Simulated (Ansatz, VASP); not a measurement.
## Cu in VASP and in Ansatz

The input INCAR:

```
SYSTEM = Cu
ALGO = Fast
EDIFF = 1E-7
ENCUT = 520
ISIF = 2
ISMEAR = 0
LASPH = .TRUE.
LCHARG = .FALSE.
LREAL = .FALSE.
LWAVE = .FALSE.
NBANDS = 18
NELM = 60
PREC = Accurate
SIGMA = 0.15
```

KPOINTS

```
k-points
0
G
  21 21 12
  0 0 0
```

POSCAR

```
Cu
1.0
    2.4883286535      0.0000000000      0.0000000000
   -1.2441643268      2.1549558269      0.0000000000
    0.0000000000      0.0000000000      4.0637143877
Cu
2
Direct
    0.3493429422      0.6986858845      0.2500000000
    0.6506570578      0.3013141155      0.7500000000
```

Input for Ansatz:

```yaml
crystal:
  lattice:
    - [2.4883286535, 0.0, 0.0]
    - [-1.2441643268, 2.1549558269, 0.0]
    - [0.0, 0.0, 4.0637143877]
  atoms:
    - { symbol: Cu, position: [0.3493429422, 0.6986858845, 0.25] }
    - { symbol: Cu, position: [0.6506570578, 0.3013141155, 0.75] }
basis:
  ecutwfc: 520.0
kpoints:
  mp_grid: { grid: [21, 21, 12] }
hamiltonian:
  xc: lda
  pseudopotentials: { kind: paw, azcp: { folder: soft_1 } }
scf:
  occupations: { method: gaussian, width: 0.15 }
output:
  forces: true
  stress: true
  eigenvalues: true
```

Change from the starting cell: mode 5 frozen in at +0.069 Å and mode 6 at +0.000 Å (largest displacements).

Alike in both runs: task single point; functional LDA; k mesh 21 × 21 × 12; occupations gaussian, width 0.15 eV; no spin polarisation.

|  | VASP | Ansatz |
| --- | --- | --- |
| version | VASP 6.6.1 | Ansatz 0.2.0 |
| potentials or method | VASP PAW LDA potentials, release 64 (Cu), cutoff 520 eV | scalar-relativistic, plane waves, PAW |
| valence electrons in the cell | 22 | 38 |

```tsv
	VASP	Ansatz	Ansatz less VASP
gap on the k mesh at the Fermi level (eV)	none	none	-
pressure (GPa)	1.1	0.2	-0.88
traceless stress, the component that is largest in VASP (GPa)	-2.63	-2.65	-0.017
rms of the force components (eV/Å)	0.149	0.149	-0.0005
```

Ansatz warns that its potentials were made for another functional, while VASP's fit it. LDA's correlation is that of Perdew and Zunger in VASP and of Perdew and Wang (1992) in Ansatz. Atom by atom the forces differ by 0.000 eV/Å (rms over components). A gap of «none» marks a metal or a gap that the smearing closes. VASP's potentials hold 22 valence electrons a cell and Ansatz's 38, so a difference there can come from the potentials and not from the codes.
